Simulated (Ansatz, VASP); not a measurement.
# Two plane-wave programs on Ru

The input INCAR:

```
SYSTEM = Ru
  ALGO = Fast
  EDIFF = 1E-6
  ENCUT = 520
  GGA = PS
  ISIF = 2
  ISMEAR = 0
  LASPH = .True.
  LCHARG = .False.
  LREAL = .False.
  LWAVE = .False.
  NBANDS = 21
  NELM = 60
  PREC = Accurate
  SIGMA = 0.15
```

File KPOINTS:

```
k-points
0
Gamma
  24 24 14
  0 0 0
```

File POSCAR:

```
Ru
1.0
    2.6895239993      0.0000000000      0.0000000000
   -1.3447619996      2.3291961075      0.0000000000
    0.0000000000      0.0000000000      4.4432573956
Ru
2
Direct
    0.3333333333      0.6666666667      0.2500000000
    0.6666666667      0.3333333333      0.7500000000
```

Input for Ansatz:

```yaml
crystal:
  lattice:
    - [2.6895239993, 0.0, 0.0]
    - [-1.3447619996, 2.3291961075, 0.0]
    - [0.0, 0.0, 4.4432573956]
  atoms:
    - { symbol: Ru, position: [0.3333333333, 0.6666666667, 0.25] }
    - { symbol: Ru, position: [0.6666666667, 0.3333333333, 0.75] }
basis:
  ecutwfc: 420
kpoints:
  mp_grid: { grid: [24, 24, 14] }
hamiltonian:
  xc: pbesol
scf:
  occupations: { method: gaussian, width: 0.15 }
output:
  forces: true
  stress: true
  eigenvalues: true
```

Change from the starting cell: strain +0.0450 x Voigt [0, 0, 1, 0, 0, 0], atoms carried along.

Alike in both runs: task single point; functional PBEsol; k mesh 24 × 24 × 14; occupations gaussian, width 0.15 eV; no spin polarisation.

|  | VASP | Ansatz |
| --- | --- | --- |
| version | VASP 6.6.1 | Ansatz 0.2.0 |
| potentials or method | VASP PAW PBE potentials, release 64 (Ru_pv), cutoff 520 eV | scalar-relativistic, plane waves, PAW |
| valence electrons in the cell | 28 | 32 |

Ansatz gave:

```
gap on the k mesh at the Fermi level (eV)                     : none
pressure (GPa)                                                : -13.5
traceless stress, the component that is largest in VASP (GPa) : -13.37
```

Q: Estimate VASP's values.

A: gap on the k mesh at the Fermi level (eV): none; pressure (GPa): -13.6; traceless stress, the component that is largest in VASP (GPa): -13.36.

VASP's potentials were made for PBE, not for PBEsol. A gap of «none» marks a metal or a gap that the smearing closes. VASP's potentials hold 28 valence electrons a cell and Ansatz's 32, so a difference there can come from the potentials and not from the codes.
